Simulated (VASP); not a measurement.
# Na (Fm-3m) in VASP: notebook

Runs on Na. Level: PBEsol. Tasks: single point.

All numbers are computed with VASP 6.6.1; they aren't measurements. Logs are shortened: lines on timing, memory, paths and dates and some standing lists are left out, and cuts for length are marked.

**1. The cell of the first run**

The structure is cubic, space group Fm-3m (No. 225). The conventional cell has a = 3.999 Å, b = 3.999 Å, c = 3.999 Å, α = 90.00°, β = 90.00°, γ = 90.00°. Within 3.7 Å of Na (site symmetry m-3m) lie 12 Na at 2.83 Å.

This isn't the form of Na at room conditions, which is bcc.

**2. Single point, PBEsol**

INCAR reads:

```
SYSTEM = Na
PREC     = Accurate       ! precision mode
ENCUT    = 500            ! plane-wave cutoff, eV
EDIFF    = 1E-6           ! SCF threshold, eV
ISMEAR   = -1             ! smearing method
SIGMA    = 0.05           ! smearing width, eV
LREAL    = .FALSE.        ! projectors in reciprocal space
LASPH    = .TRUE.         ! aspherical terms in the spheres
NELM     = 120            ! most SCF steps
ALGO     = Normal         ! electronic algorithm
ISIF     = 2              ! what is computed and relaxed
LWAVE    = .FALSE.        ! write WAVECAR
LCHARG   = .FALSE.        ! write CHGCAR
GGA      = PS             ! functional
NBANDS   = 10             ! bands
GGA_COMPAT= .FALSE.
```

KPOINTS reads:

```
regular mesh
0
G
  15 15 15
  0 0 0
```

POSCAR reads:

```
Na
1.0
    0.0000000000      1.9995037985      1.9995037985
    1.9995037985      0.0000000000      1.9995037985
    1.9995037985      1.9995037985      0.0000000000
Na
1
Direct
    0.0000000000      0.0000000000      0.0000000000
```

Potentials or basis: VASP PAW PBE potentials, release 64 (Na_pv).

On the command line:

```
cat potpaw_PBE.64/Na_pv/POTCAR > POTCAR
mpirun -np 1 vasp_std > vasp.out
```

OUTCAR:

```text
SYSTEM = Na
   PREC = Accurate
   ENCUT = 500
   EDIFF = 1E-6
   ISMEAR = -1
   LREAL = .FALSE.
   LASPH = .TRUE.
   NELM = 120
   ISIF = 2
   GGA = PS

 ion  position               nearest neighbor table
   1  0.000  0.000  0.000-

  LATTYP: Found a face centered cubic cell.
 ALAT       =     3.9990075970

  Lattice vectors:

 A1 = (   0.0000000000,   1.9995037985,   1.9995037985)
 A2 = (   1.9995037985,   0.0000000000,   1.9995037985)
 A3 = (   1.9995037985,   1.9995037985,   0.0000000000)

Analysis of symmetry for initial positions (statically):
=====================================================================
 Subroutine PRICEL returns:
 Original cell was already a primitive cell.

 Routine SETGRP: Setting up the symmetry group for a
 face centered cubic supercell.

 Subroutine GETGRP returns: Found 48 space group operations
 (whereof 48 operations were pure point group operations)
 out of a pool of 48 trial point group operations.

The static configuration has the point symmetry O_h .

Analysis of symmetry for dynamics (positions and initial velocities):
=====================================================================
 Subroutine PRICEL returns:
 Original cell was already a primitive cell.

 Routine SETGRP: Setting up the symmetry group for a
 face centered cubic supercell.

 Subroutine GETGRP returns: Found 48 space group operations
 (whereof 48 operations were pure point group operations)
 out of a pool of 48 trial point group operations.

The dynamic configuration has the point symmetry O_h .

 Subroutine INISYM returns: Found 48 space group operations
 (whereof 48 operations are pure point group operations),
 and found     1 'primitive' translations

----------------------------------------------------------------------------------------

                                     Primitive cell

  volume of cell :      15.9881

  direct lattice vectors                    reciprocal lattice vectors
     0.000000000  1.999503798  1.999503798    -0.250062041  0.250062041  0.250062041
     1.999503798  0.000000000  1.999503798     0.250062041 -0.250062041  0.250062041
     1.999503798  1.999503798  0.000000000     0.250062041  0.250062041 -0.250062041

  length of vectors
     2.827725390  2.827725390  2.827725390     0.433120159  0.433120159  0.433120159
[... 80 lines left out ...]
   LREAL  =      F    real-space projection
   EDIFFG = 0.1E-04   stopping-criterion for IOM
   NSW    =      0    number of steps for IOM
   IBRION =     -1    ionic relax: 0-MD 1-quasi-New 2-CG
   NFREE  =      0    steps in history (QN), initial steepest desc. (CG)
   ISIF   =      2    stress and relaxation
   ISYM   =      2    0-nonsym 1-usesym 2-fastsym
   POTIM  = 0.5000    time-step for ionic-motion
   TEBEG  =    0.0;   TEEND  =   0.0 temperature during run
   PSTRESS=    0.0 pullay stress
   NELECT =       7.0000    total number of electrons
   NUPDOWN=      -1.0000    fix difference up-down
   EMIN   =  10.00;   EMAX   =-10.00  energy-range for DOS
   EFERMI =   0.00;   METHOD = LEGACY
   ISMEAR =    -1;   SIGMA  =   0.05  broadening in eV -4-tet -1-fermi 0-gaus
   EFERMI_NEDOS =   21; number of points for ismear=-14 and -15
   IALGO  =     38    algorithm
   IMIX   =      4    mixing-type and parameters
     AMIX     =   0.40;   BMIX     =  1.00
     AMIX_MAG =   1.60;   BMIX_MAG =  1.00
  volume/ion in A,a.u.               =      15.99       107.89
  Fermi-wavevector in a.u.,A,eV,Ry     =   1.243107  2.349132 21.025297  1.545316
  Thomas-Fermi vector in A             =   2.377433
   LORBIT       =      0    0 simple, 1 ext, 2 COOP (PROOUT), +10 PAW based schemes
   GGA     = PS    functional components
   LHFCALC =     F    Hartree Fock is set to
   AEXX    =    0.0000 exact exchange contribution
   IVDW    =     0    specifies the selected vdW correction
   LEPSILON=     F    determine dielectric tensor
   LRPA    =     F    only Hartree local field effects (RPA)
 non-spin polarized calculation
  energy-cutoff  :      500.00
  volume of cell :       15.99
 maximum number of plane-waves:       419
 NGX is ok and might be reduce to    24
   NGX = 11   NGY = 11   NGZ = 11

 number of electron       7.0000007 magnetization

 Free energy of the ion-electron system (eV)
  ---------------------------------------------------
  ext. energy  EPLUGINS =         0.00000000
  ---------------------------------------------------
  free energy    TOTEN  =        -0.41950250 eV

  energy without entropy =       -0.41663400  energy(sigma->0) =       -0.41806825

 E-fermi :   4.3000     XC(G=0):  -9.2641

 val. band max:        4.2655915576   @ k =  -0.2000   0.3333   0.1333
 cond. band min:       4.3694295537   @ k =  -0.3333   0.2000   0.0667
 fundamental gap:      0.1038379961
 Fermi energy:         4.3000006823

 k-point     1 :       0.0000    0.0000    0.0000
  band No.  band energies     occupation
      1     -20.6262      2.00000
      2     -20.6262      2.00000
      3     -20.6262      2.00000
      4      -1.3165      2.00000
      5      21.3422      0.00000
      6      21.3422      0.00000
      7      21.3422      0.00000
      8      23.4150      0.00000
      9      26.4998      0.00000
     10      26.4998      0.00000
[... 287 lines left out ...]
 k-point    24 :       0.2000    0.1333    0.0000
  band No.  band energies     occupation
      1     -20.7754      2.00000
      2     -20.6671      2.00000
      3     -20.6635      2.00000
      4      -0.0944      2.00000
      5      16.3299      0.00000
      6      19.2408      0.00000
      7      19.4082      0.00000
      8      21.0037      0.00000
      9      27.4929      0.00000
     10      28.6400      0.00000

 [... further k-points ...]

------------------------ aborting loop because EDIFF is reached ----------------------------------------

  FORCE on cell =-STRESS in cart. coord.  units (eV):
  Direction    XX          YY          ZZ          XY          YZ          ZX
  --------------------------------------------------------------------------------------
  -------------------------------------------------------------------------------------
  Total        2.9761272      2.9761272      2.9761272     -0.0000000      0.0000000      0.0000000
  in kB      298.2396427    298.2396427    298.2396427     -0.0000000      0.0000000      0.0000000
  external PRESSURE =     298.2396427 kB  Pullay stress =       0.0000000 kB

 VOLUME and BASIS-vectors are now :
 -----------------------------------------------------------------------------
  energy-cutoff  :      500.00
  volume of cell :       15.99
      direct lattice vectors                 reciprocal lattice vectors
     0.000000000  1.999503798  1.999503798    -0.250062041  0.250062041  0.250062041
     1.999503798  0.000000000  1.999503798     0.250062041 -0.250062041  0.250062041
     1.999503798  1.999503798  0.000000000     0.250062041  0.250062041 -0.250062041

 POSITION                                       TOTAL-FORCE (eV/Angst)
 -----------------------------------------------------------------------------------
      0.00000      0.00000      0.00000         0.000000     -0.000000      0.000000
 -----------------------------------------------------------------------------------
    total drift:                               -0.000000      0.000000      0.000000

  FREE ENERGIE OF THE ION-ELECTRON SYSTEM (eV)
  ---------------------------------------------------
  free  energy   TOTEN  =        -0.4195025012 eV

  energy  without entropy=       -0.4166339960  energy(sigma->0) =       -0.41806825
```

stdout:

```text
POSCAR found type information on POSCAR Na
 POSCAR found :  1 types and       1 ions
 scaLAPACK will be used
 -----------------------------------------------------------------------------
|                                                                             |
|                                                                             |
|     You enforced a specific xc type in the INCAR file but a different       |
|     I HOPE YOU KNOW WHAT YOU ARE DOING!                                     |
|                                                                             |
 -----------------------------------------------------------------------------

 LDA part: xc-table for (Slater+PW92), standard interpolation
 POSCAR, INCAR and KPOINTS ok, starting setup
 FFT: planning ... GRIDC
 FFT: planning ... GRID_SOFT
 FFT: planning ... GRID
 WAVECAR not read
 entering main loop
```

It took 14 s on 1 thread of Intel Xeon Platinum 8259CL at 2.50GHz (Skylake/Cascade Lake), shared host; peak memory 0.14 GiB.

What came out:

```
Free energy            : -0.4195 eV
Pressure               : 29.8 GPa
Band gap on the k mesh : zero (an odd number of electrons rules out a gap without spin polarisation)
```

Caveat: the cell stands under pressure; the PAW data sets were made with another functional, which shifts forces and pressure a little.

**3. Single point, PBEsol**

This run uses another cell than the first one, of 18.12 Å³/atom.

INCAR is that of step 2.

KPOINTS reads:

```
Automatic mesh
0
G
  15 15 15
  0 0 0
```

POSCAR reads:

```
Na
1.0
    0.0000000000      2.0847389815      2.0847389815
    2.0847389815      0.0000000000      2.0847389815
    2.0847389815      2.0847389815      0.0000000000
Na
1
Direct
    0.0000000000      0.0000000000      0.0000000000
```

Potentials or basis: VASP PAW PBE potentials, release 64 (Na_pv).

On the command line:

```
cat potpaw_PBE.64/Na_pv/POTCAR > POTCAR
mpirun -np 1 vasp_std > vasp.out
```

It took 10 s on 1 thread of Intel Xeon Platinum 8259CL at 2.50GHz (Skylake/Cascade Lake), shared host; peak memory 0.13 GiB.

Results (log left out):

| Item | Value |
| --- | --- |
| Free energy | -0.7486 eV |
| Pressure | 19.9 GPa |
| Band gap on the k mesh | zero (an odd number of electrons rules out a gap without spin polarisation) |

Levels at points of the mesh, in eV from the Fermi level:
```tsv
k point	band 1	band 2	band 3	band 4	band 5	band 6	band 7	band 8
(0.00, 0.00, 0.00)	-24.76	-24.76	-24.76	-5.19	16.07	16.07	16.07	17.95
```

Caveat: the cell stands under pressure; the PAW data sets were made with another functional, which shifts forces and pressure a little.

**4. Single point, PBEsol**

This run uses another cell than the first one, of 22.01 Å³/atom.

INCAR reads:

```
SYSTEM = Na
  ALGO = Normal
  EDIFF = 1E-6
  ENCUT = 500
  GGA = PS
  GGA_COMPAT = .FALSE.
  ISIF = 2
  ISMEAR = -1
  LASPH = .TRUE.
  LCHARG = .TRUE.
  LELF = .TRUE.
  LREAL = .FALSE.
  LVHAR = .TRUE.
  LWAVE = .FALSE.
  NBANDS = 10
  NELM = 120
  PREC = Accurate
  SIGMA = 0.05
```

KPOINTS reads:

```
k-points
0
G
  15 15 15
  0 0 0
```

POSCAR reads:

```
Na
1.0
    0.0000000000      2.2243654298      2.2243654298
    2.2243654298      0.0000000000      2.2243654298
    2.2243654298      2.2243654298      0.0000000000
Na
1
Direct
    0.0000000000      0.0000000000      0.0000000000
```

On the command line:

```
cat potpaw_PBE.64/Na_pv/POTCAR > POTCAR
mpirun -np 1 vasp_std > vasp.out
```

Run time: 12 s. Hardware: 1 thread of Intel Xeon Platinum 8259CL at 2.50GHz (Skylake/Cascade Lake), shared host; peak memory 0.14 GiB.

The run converged. Its results:

| Item | Value |
| --- | --- |
| Free energy | -1.0993 eV |
| Pressure | 9.9 GPa |
| Band gap on the k mesh | zero (an odd number of electrons rules out a gap without spin polarisation) |

Levels at points of the mesh, in eV from the Fermi level:
| k point | band 1 | band 2 | band 3 | band 4 | band 5 | band 6 | band 7 | band 8 | band 9 |
| --- | --- | --- | --- | --- | --- | --- | --- | --- | --- |
| (0.00, 0.00, 0.00) | -24.62 | -24.62 | -24.62 | -4.58 | 14.61 | 14.61 | 14.61 | 16.21 | 18.12 |

Caveat: the cell stands under pressure; the PAW data sets were made with another functional, which shifts forces and pressure a little.

**5. Single point, PBEsol**

This run uses another cell than the first one, of 36.36 Å³/atom.

INCAR reads:

```
PREC = Accurate
ENCUT = 500
EDIFF = 1E-6
ISMEAR = -1
SIGMA = 0.05
LREAL = F
LASPH = T
NELM = 120
ALGO = Normal
ISIF = 2
LWAVE = F
LCHARG = F
GGA = PS
NBANDS = 10
GGA_COMPAT = F
```

KPOINTS reads:

```
Automatic mesh
0
Gamma
  15 15 15
```

POSCAR reads:

```
Na
1.0
    0.0000000000      2.6294609770      2.6294609770
    2.6294609770      0.0000000000      2.6294609770
    2.6294609770      2.6294609770      0.0000000000
Na
1
Direct
    0.0000000000      0.0000000000      0.0000000000
```

Potentials or basis: VASP PAW PBE potentials, release 64 (Na_pv).

On the command line:

```
cat potpaw_PBE.64/Na_pv/POTCAR > POTCAR
mpirun -np 1 vasp_std > vasp.out
```

OUTCAR:

```text
PREC = Accurate
   ENCUT = 500
   EDIFF = 1E-6
   ISMEAR = -1
   LREAL = F
   LASPH = T
   NELM = 120
   ISIF = 2
   GGA = PS

 ion  position               nearest neighbor table
   1  0.000  0.000  0.000-

  LATTYP: Found a face centered cubic cell.
 ALAT       =     5.2589219540

  Lattice vectors:

 A1 = (   0.0000000000,   2.6294609770,   2.6294609770)
 A2 = (   2.6294609770,   0.0000000000,   2.6294609770)
 A3 = (   2.6294609770,   2.6294609770,   0.0000000000)

[... 488 lines left out ...]
     10      15.2798      0.00000

 [... further k-points ...]

------------------------ aborting loop because EDIFF is reached ----------------------------------------

  FORCE on cell =-STRESS in cart. coord.  units (eV):
  Direction    XX          YY          ZZ          XY          YZ          ZX
  --------------------------------------------------------------------------------------
  -------------------------------------------------------------------------------------
  Total       -0.0079309     -0.0079309     -0.0079309      0.0000000      0.0000000     -0.0000000
  in kB       -0.3494640     -0.3494640     -0.3494640      0.0000000      0.0000000     -0.0000000
  external PRESSURE =      -0.3494640 kB  Pullay stress =       0.0000000 kB

 VOLUME and BASIS-vectors are now :
 -----------------------------------------------------------------------------
  energy-cutoff  :      500.00
  volume of cell :       36.36
      direct lattice vectors                 reciprocal lattice vectors
     0.000000000  2.629460977  2.629460977    -0.190153041  0.190153041  0.190153041
     2.629460977  0.000000000  2.629460977     0.190153041 -0.190153041  0.190153041
     2.629460977  2.629460977  0.000000000     0.190153041  0.190153041 -0.190153041

 POSITION                                       TOTAL-FORCE (eV/Angst)
 -----------------------------------------------------------------------------------
      0.00000      0.00000      0.00000         0.000000      0.000000      0.000000
 -----------------------------------------------------------------------------------
    total drift:                               -0.000000     -0.000000     -0.000000

  FREE ENERGIE OF THE ION-ELECTRON SYSTEM (eV)
  ---------------------------------------------------
  free  energy   TOTEN  =        -1.4006489173 eV

  energy  without entropy=       -1.3961796794  energy(sigma->0) =       -1.39841430
```

It took 37 s on 1 thread of Intel Xeon Platinum 8259CL at 2.50GHz (Skylake/Cascade Lake), shared host; peak memory 0.17 GiB.

What came out:

| Item | Value |
| --- | --- |
| Free energy | -1.4006 eV |
| Pressure | 0.0 GPa |
| Band gap on the k mesh | zero (an odd number of electrons rules out a gap without spin polarisation) |

Caveat: the PAW data sets were made with another functional, which shifts forces and pressure a little.

**6. Overview**

```csv
cell,gap on the mesh (eV),pressure (GPa)
"a = 2.828 Å, angles 60.0°, 1 atom",none,29.8
"a = 2.948 Å, angles 60.0°, 1 atom",none,19.9
"a = 3.146 Å, angles 60.0°, 1 atom",none,9.9
"a = 3.719 Å, angles 60.0°, 1 atom",none,0.0
```

Alike in all rows: task single point; level PBEsol; potentials or basis VASP PAW PBE potentials, release 64 (Na_pv); no spin polarisation; k mesh 15 × 15 × 15; cutoff (eV) 500; smearing fermi-dirac 0.05 eV.

Caveats: the PAW data sets were made with another functional, which shifts forces and pressure a little; the cell stands under pressure (at least some runs).

Total energies depend on the potentials used, so only differences within one code and one set of settings carry meaning.
